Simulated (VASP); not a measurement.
# SiMo3 (Pmm2) in VASP: single point with PBE

Aim: the single point of SiMo3 with PBE.

All numbers are computed with VASP 6.6.1; they aren't measurements. Logs are shortened: lines on timing, memory, paths and dates and some standing lists are left out, and cuts for length are marked.

**1. The cell of the first run**

It takes space group Pmm2 (No. 25, orthorhombic). Conventional cell: a = 4.906 Å, b = 4.906 Å, c = 4.906 Å, α = 90.00°, β = 90.00°, γ = 90.00°. Within 3.3 Å of Si (site symmetry mm2) lie 12 Mo at 2.53 to 2.96 Å. Si (site symmetry mm2) has 12 Mo at 2.74 Å within 3.6 Å. Mo (site symmetry m) has 10 Mo at 2.45 to 3.00 Å and 4 Si at 2.53 to 2.96 Å within 3.2 Å. Mo (site symmetry m) has 10 Mo at 2.45 to 3.00 Å and 4 Si at 2.74 to 2.75 Å within 3.2 Å. Within 3.2 Å of Mo (site symmetry mm2) lie 10 Mo at 2.45 to 3.00 Å and 4 Si at 2.74 to 2.86 Å. Within 3.2 Å of Mo (site symmetry mm2) lie 10 Mo at 2.45 to 3.00 Å and 4 Si at 2.64 to 2.74 Å.

**2. Single point, PBE (atom 1 (Si) moved +0.240 Å along Cartesian [0 0 1])**

Contents of INCAR:

```
PREC = Accurate
ENCUT = 520
EDIFF = 1E-6
ISMEAR = 0
SIGMA = 0.15
LREAL = False
LASPH = True
NELM = 80
ALGO = Fast
ISIF = 2
LWAVE = False
LCHARG = True
GGA = PE
LELF = True
LVHAR = True
NBANDS = 56
```

Contents of KPOINTS:

```
Automatic mesh
0
Gamma
  8 8 8
```

Contents of POSCAR:

```
SiMo3
1.0
    4.9064535172      0.0000000000      0.0000000000
    0.0000000000      4.9064535172      0.0000000000
    0.0000000000      0.0000000000      4.9064535172
Si Mo
2 6
Direct
    0.0000000000      0.0000000000      0.0489151684
    0.5000000000      0.5000000000      0.5000000000
    0.2500000000      0.0000000000      0.5000000000
    0.5000000000      0.7500000000      0.0000000000
    0.7500000000      0.0000000000      0.5000000000
    0.5000000000      0.2500000000      0.0000000000
    0.0000000000      0.5000000000      0.7500000000
    0.0000000000      0.5000000000      0.2500000000
```

Potentials or basis: VASP PAW PBE potentials, release 64 (Si, Mo_sv).

Run with:

```bash
> cat potpaw_PBE.64/Si/POTCAR potpaw_PBE.64/Mo_sv/POTCAR > POTCAR
> mpirun -np 1 vasp_std > vasp.out
```

OUTCAR:

```text
PREC = Accurate
   ENCUT = 520
   EDIFF = 1E-6
   ISMEAR = 0
   LREAL = False
   LASPH = True
   NELM = 80
   ISIF = 2
   GGA = PE

 ion  position               nearest neighbor table
   1  0.000  0.000  0.049-   3 2.53   5 2.53   8 2.64   8 2.64   4 2.75   6 2.75   4 2.75   6 2.75
                             7 2.86   7 2.86   3 2.96   5 2.96
   2  0.500  0.500  0.500-   3 2.74   4 2.74   5 2.74   6 2.74   7 2.74   8 2.74   4 2.74   6 2.74
                             3 2.74   5 2.74   7 2.74   8 2.74
   3  0.250  0.000  0.500-   5 2.45   5 2.45   1 2.53   2 2.74   2 2.74   1 2.96   7 3.00   8 3.00
                             4 3.00   6 3.00   4 3.00   7 3.00   8 3.00   6 3.00
   4  0.500  0.750  0.000-   6 2.45   6 2.45   2 2.74   2 2.74   1 2.75   1 2.75   8 3.00   5 3.00
                             3 3.00   5 3.00   3 3.00   7 3.00   7 3.00   8 3.00
   5  0.750  0.000  0.500-   3 2.45   3 2.45   1 2.53   2 2.74   2 2.74   1 2.96   7 3.00   8 3.00
                             4 3.00   6 3.00   4 3.00   7 3.00   8 3.00   6 3.00
   6  0.500  0.250  0.000-   4 2.45   4 2.45   2 2.74   2 2.74   1 2.75   1 2.75   8 3.00   3 3.00
                             3 3.00   5 3.00   5 3.00   7 3.00   7 3.00   8 3.00
   7  0.000  0.500  0.750-   8 2.45   8 2.45   2 2.74   2 2.74   1 2.86   1 2.86   3 3.00   4 3.00
                             5 3.00   3 3.00   5 3.00   6 3.00   4 3.00   6 3.00
   8  0.000  0.500  0.250-   7 2.45   7 2.45   1 2.64   1 2.64   2 2.74   2 2.74   3 3.00   4 3.00
                             5 3.00   3 3.00   5 3.00   6 3.00   4 3.00   6 3.00

  LATTYP: Found a simple cubic cell.
 ALAT       =     4.9064535172

  Lattice vectors:

 A1 = (   4.9064535172,   0.0000000000,   0.0000000000)
 A2 = (   0.0000000000,   4.9064535172,   0.0000000000)
 A3 = (   0.0000000000,   0.0000000000,   4.9064535172)

Analysis of symmetry for initial positions (statically):
=====================================================================
 Subroutine PRICEL returns:
 Original cell was already a primitive cell.

 Routine SETGRP: Setting up the symmetry group for a
 simple cubic supercell.

 Subroutine GETGRP returns: Found  4 space group operations
 (whereof  4 operations were pure point group operations)
 out of a pool of 48 trial point group operations.

The static configuration has the point symmetry C_2v.

Analysis of symmetry for dynamics (positions and initial velocities):
=====================================================================
 Subroutine PRICEL returns:
 Original cell was already a primitive cell.

 Routine SETGRP: Setting up the symmetry group for a
 simple cubic supercell.

 Subroutine GETGRP returns: Found  4 space group operations
 (whereof  4 operations were pure point group operations)
 out of a pool of 48 trial point group operations.

The dynamic configuration has the point symmetry C_2v.

 Subroutine INISYM returns: Found  4 space group operations
 (whereof  4 operations are pure point group operations),
 and found     1 'primitive' translations

----------------------------------------------------------------------------------------

                                     Primitive cell

  volume of cell :     118.1145

  direct lattice vectors                    reciprocal lattice vectors
     4.906453517  0.000000000  0.000000000     0.203813202  0.000000000  0.000000000
     0.000000000  4.906453517  0.000000000     0.000000000  0.203813202  0.000000000
     0.000000000  0.000000000  4.906453517     0.000000000  0.000000000  0.203813202

  length of vectors
     4.906453517  4.906453517  4.906453517     0.203813202  0.203813202  0.203813202

  position of ions in fractional coordinates (direct lattice)
     0.000000000  0.000000000  0.048915168
     0.500000000  0.500000000  0.500000000
     0.250000000  0.000000000  0.500000000
     0.500000000  0.750000000  0.000000000
     0.750000000  0.000000000  0.500000000
     0.500000000  0.250000000  0.000000000
     0.000000000  0.500000000  0.750000000
     0.000000000  0.500000000  0.250000000

  ion indices of the primitive-cell ions
   primitive index   ion index
                 1           1
                 2           2
                 3           3
                 4           4
                 5           5
                 6           6
                 7           7
                 8           8

----------------------------------------------------------------------------------------

 KPOINTS: Automatic mesh

Automatic generation of k-mesh.
 Grid dimensions read from file:
 generate k-points for:    8    8    8

 Generating k-lattice:

  Cartesian coordinates                     Fractional coordinates (reciprocal lattice)
     0.025476650  0.000000000  0.000000000     0.125000000  0.000000000  0.000000000
     0.000000000  0.025476650  0.000000000     0.000000000  0.125000000  0.000000000
     0.000000000  0.000000000  0.025476650     0.000000000  0.000000000  0.125000000

  Length of vectors
     0.025476650  0.025476650  0.025476650

  Shift w.r.t. Gamma in fractional coordinates (k-lattice)
     0.000000000  0.000000000  0.000000000

 Subroutine IBZKPT returns following result:
 ===========================================

 Found    125 irreducible k-points:

 Following reciprocal coordinates:
            Coordinates               Weight
  0.000000  0.000000  0.000000      1.000000
  0.125000  0.000000  0.000000      2.000000
  0.000000  0.125000  0.000000      2.000000
  0.000000  0.000000  0.125000      2.000000
  0.250000  0.000000  0.000000      2.000000
  0.000000  0.250000  0.000000      2.000000
[... 16 lines left out ...]
  0.375000  0.125000  0.000000      4.000000
  0.000000  0.375000  0.125000      4.000000
 [... further k-points ...]
   k-points           NKPTS =    125   k-points in BZ     NKDIM =    125   number of bands    NBANDS=     56
   number of dos      NEDOS =    301   number of ions     NIONS =      8
   total plane-waves  NPLWV =  46656
   dimension x,y,z NGX =    36 NGY =   36 NGZ =   36
   dimension x,y,z NGXF=    72 NGYF=   72 NGZF=   72
   ions per type =               2   6
   NGX,Y,Z   is equivalent  to a cutoff of  12.20, 12.20, 12.20 a.u.
   NGXF,Y,Z  is equivalent  to a cutoff of  24.40, 24.40, 24.40 a.u.
 SYSTEM =  unknown system
   PREC   = accura    normal or accurate (medium, high low for compatibility)
   ISTART =      0    job   : 0-new  1-cont  2-samecut
   ICHARG =      2    charge: 1-file 2-atom 10-const
   ISPIN  =      1    spin polarized calculation?
   LNONCOLLINEAR =      F non collinear calculations
   LSORBIT =      F    spin-orbit coupling
   LASPH  =      T    aspherical Exc in radial PAW
   ENCUT  =  520.0 eV  38.22 Ry    6.18 a.u.   9.12  9.12  9.12*2*pi/ulx,y,z
   NELM   =     80;   NELMIN=  2; NELMDL= -5     # of ELM steps
   EDIFF  = 0.1E-05   stopping-criterion for ELM
   LREAL  =      F    real-space projection
   EDIFFG = 0.1E-04   stopping-criterion for IOM
   NSW    =      0    number of steps for IOM
   IBRION =     -1    ionic relax: 0-MD 1-quasi-New 2-CG
   NFREE  =      0    steps in history (QN), initial steepest desc. (CG)
   ISIF   =      2    stress and relaxation
   ISYM   =      2    0-nonsym 1-usesym 2-fastsym
   POTIM  = 0.5000    time-step for ionic-motion
   TEBEG  =    0.0;   TEEND  =   0.0 temperature during run
   PSTRESS=    0.0 pullay stress
   NELECT =      92.0000    total number of electrons
   NUPDOWN=      -1.0000    fix difference up-down
   EMIN   =  10.00;   EMAX   =-10.00  energy-range for DOS
   EFERMI =   0.00;   METHOD = LEGACY
   ISMEAR =     0;   SIGMA  =   0.15  broadening in eV -4-tet -1-fermi 0-gaus
   EFERMI_NEDOS =   21; number of points for ismear=-14 and -15
   IALGO  =     68    algorithm
   IMIX   =      4    mixing-type and parameters
     AMIX     =   0.40;   BMIX     =  1.00
     AMIX_MAG =   1.60;   BMIX_MAG =  1.00
  volume/ion in A,a.u.               =      14.76        99.63
  Fermi-wavevector in a.u.,A,eV,Ry     =   1.506271  2.846439 30.869606  2.268852
  Thomas-Fermi vector in A             =   2.617010
   LORBIT       =      0    0 simple, 1 ext, 2 COOP (PROOUT), +10 PAW based schemes
   GGA     = PE    functional components
   LHFCALC =     F    Hartree Fock is set to
   AEXX    =    0.0000 exact exchange contribution
   IVDW    =     0    specifies the selected vdW correction
   LEPSILON=     F    determine dielectric tensor
   LRPA    =     F    only Hartree local field effects (RPA)
 non-spin polarized calculation
 RMM-DIIS sequential band-by-band and
 Gauss-broadening in eV      SIGMA  =   0.15
  energy-cutoff  :      520.00
  volume of cell :      118.11
 maximum number of plane-waves:      3197
   NGX = 19   NGY = 19   NGZ = 19

 number of electron      91.9999974 magnetization

 Free energy of the ion-electron system (eV)
  ---------------------------------------------------
  ext. energy  EPLUGINS =         0.00000000
  ---------------------------------------------------
  free energy    TOTEN  =       -78.73461101 eV

  energy without entropy =      -78.68466361  energy(sigma->0) =      -78.70963731

 E-fermi :  12.5943     XC(G=0): -13.0504

 val. band max:       12.5938073080   @ k =   0.2500   0.0000   0.5000
 cond. band min:      12.6000972857   @ k =   0.3750   0.3750   0.0000
 fundamental gap:      0.0062899776
 Fermi energy:        12.5943473680

 k-point     1 :       0.0000    0.0000    0.0000
  band No.  band energies     occupation
      1     -48.6788      2.00000
      2     -48.5725      2.00000
      3     -48.5631      2.00000
      4     -48.2588      2.00000
      5     -48.2470      2.00000
      6     -48.2417      2.00000
[... 48 lines left out ...]
     55      15.2798      0.00000
     56      15.3219      0.00000

 k-point     2 :       0.1250    0.0000    0.0000
  band No.  band energies     occupation
      1     -48.6724      2.00000
      2     -48.5749      2.00000
      3     -48.5545      2.00000
      4     -48.2588      2.00000
      5     -48.2555      2.00000
      6     -48.2469      2.00000
[... 48 lines left out ...]
     55      15.2623      0.00000
     56      15.3195      0.00000
[... 1237 lines left out ...]
     55      15.1164      0.00000
     56      15.1731      0.00000

 k-point    24 :       0.0000    0.3750    0.1250
  band No.  band energies     occupation
      1     -48.6229      2.00000
      2     -48.5835      2.00000
      3     -48.4924      2.00000
      4     -48.3678      2.00000
      5     -48.2606      2.00000
      6     -48.2417      2.00000
[... 48 lines left out ...]
     55      15.1547      0.00000
     56      15.1746      0.00000

 [... further k-points ...]
[... 5 lines left out ...]
  --------------------------------------------------------------------------------------
  -------------------------------------------------------------------------------------
  Total        0.8438902      0.7705577      2.1610803      0.0000000      0.0000000      0.0000000
  in kB       11.4470473     10.4523192     29.3142257      0.0000000      0.0000000      0.0000000
  external PRESSURE =      17.0711974 kB  Pullay stress =       0.0000000 kB

 VOLUME and BASIS-vectors are now :
 -----------------------------------------------------------------------------
  energy-cutoff  :      520.00
  volume of cell :      118.11
      direct lattice vectors                 reciprocal lattice vectors
     4.906453517  0.000000000  0.000000000     0.203813202  0.000000000  0.000000000
     0.000000000  4.906453517  0.000000000     0.000000000  0.203813202  0.000000000
     0.000000000  0.000000000  4.906453517     0.000000000  0.000000000  0.203813202

 POSITION                                       TOTAL-FORCE (eV/Angst)
 -----------------------------------------------------------------------------------
      0.00000      0.00000      0.24000         0.000000     -0.000000     -2.398991
      2.45323      2.45323      2.45323         0.000000     -0.000000      0.147538
      1.22661      0.00000      2.45323         0.227695      0.000000      0.957680
      2.45323      3.67984      0.00000         0.000000      0.001017      0.018889
      3.67984      0.00000      2.45323        -0.227695     -0.000000      0.957680
      2.45323      1.22661      0.00000         0.000000     -0.001017      0.018889
      0.00000      2.45323      3.67984         0.000000     -0.000000      0.141385
      0.00000      2.45323      1.22661         0.000000     -0.000000      0.156930
 -----------------------------------------------------------------------------------
    total drift:                                0.000000      0.000000     -0.000456

  FREE ENERGIE OF THE ION-ELECTRON SYSTEM (eV)
  ---------------------------------------------------
  free  energy   TOTEN  =       -78.7346110129 eV

  energy  without entropy=      -78.6846636069  energy(sigma->0) =      -78.70963731
```

Run time: 7.2 min. Hardware: 1 thread of Intel Xeon Platinum 8559C (Emerald Rapids), shared host; peak memory 0.62 GiB.

Results:

| Quantity | Value |
| --- | --- |
| Free energy | -78.7346 eV |
| Pressure | 1.7 GPa |
| Largest force | 2.399 eV/Å |
| Band gap on the k mesh | zero (band 46 reaches 13.79 eV, above the bottom of band 47 at 11.45 eV) |

Forces on the atoms (eV/Å):
```
Si   0.000  0.000 -2.399
Si   0.000  0.000  0.148
Mo   0.228  0.000  0.958
Mo   0.000  0.001  0.019
Mo  -0.228  0.000  0.958
Mo   0.000 -0.001  0.019
Mo   0.000  0.000  0.141
Mo   0.000  0.000  0.157
```

Caveat: the cell differs from its parent crystal (atom 1 (Si) moved +0.240 Å along Cartesian [0 0 1]); forces of over 1 eV/Å act on the atoms, so gaps and moduli don't describe the material at rest.
